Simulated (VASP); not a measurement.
## AlN: single point with LDA

AlN:

```
Al N
1.0
     3.29235    0.00000    0.00000
    -1.64617    2.85126    0.00000
     0.00000    0.00000    4.13696
Al N
2 2
Direct
  0.33333 0.66667 0.25000
  0.66667 0.33333 0.75000
  0.66667 0.33333 0.25000
  0.33333 0.66667 0.75000
```

| Property | Result |
| --- | --- |
| Program | VASP 6.6.1 |
| Task | single point |
| Functional | LDA |
| Potentials or basis | VASP PAW LDA potentials, release 64 (Al, N) |
| Cutoff | 520 eV |
| k mesh | 6 × 6 × 4 |
| Occupations | gaussian, width 0.01 eV |
| Spin | no spin polarisation |
| Dipole correction | no |
| Further INCAR settings | ALGO = Normal; EDIFF = 1e-06; NBANDS = 16 |

* Pressure: -3.4 GPa
* Band gap on the k mesh: 3.48 eV, direct

Stress tensor (GPa, compression positive):
```
-3.34  0.00  0.00
 0.00 -3.34  0.00
 0.00  0.00 -3.66
```

Levels at points of the mesh, in eV from the valence-band top:
| k point | band 4 | band 5 | band 6 | band 7 | band 8 | band 9 | band 10 | band 11 | band 12 | band 13 |
| --- | --- | --- | --- | --- | --- | --- | --- | --- | --- | --- |
| (0.00, 0.00, 0.00) | -3.34 | -3.34 | -1.62 | -1.62 | 0.00 | 3.48 | 4.44 | 8.16 | 8.16 | 11.25 |
| (0.50, 0.00, 0.00) | -4.84 | -4.58 | -4.30 | -2.97 | -1.43 | 3.78 | 7.17 | 7.28 | 9.12 | 9.43 |
| (0.00, 0.00, 0.50) | -3.71 | -2.52 | -2.52 | -2.52 | -2.52 | 5.74 | 5.74 | 8.34 | 8.34 | 8.34 |
| (0.50, 0.00, 0.50) | -7.40 | -3.30 | -3.30 | -1.77 | -1.77 | 5.07 | 5.07 | 9.39 | 9.39 | 11.56 |

It took 18 s on 1 thread of Intel Xeon 8259CL, with other jobs on the host, peak memory 0.13 GiB.

A k mesh can miss the band edges.
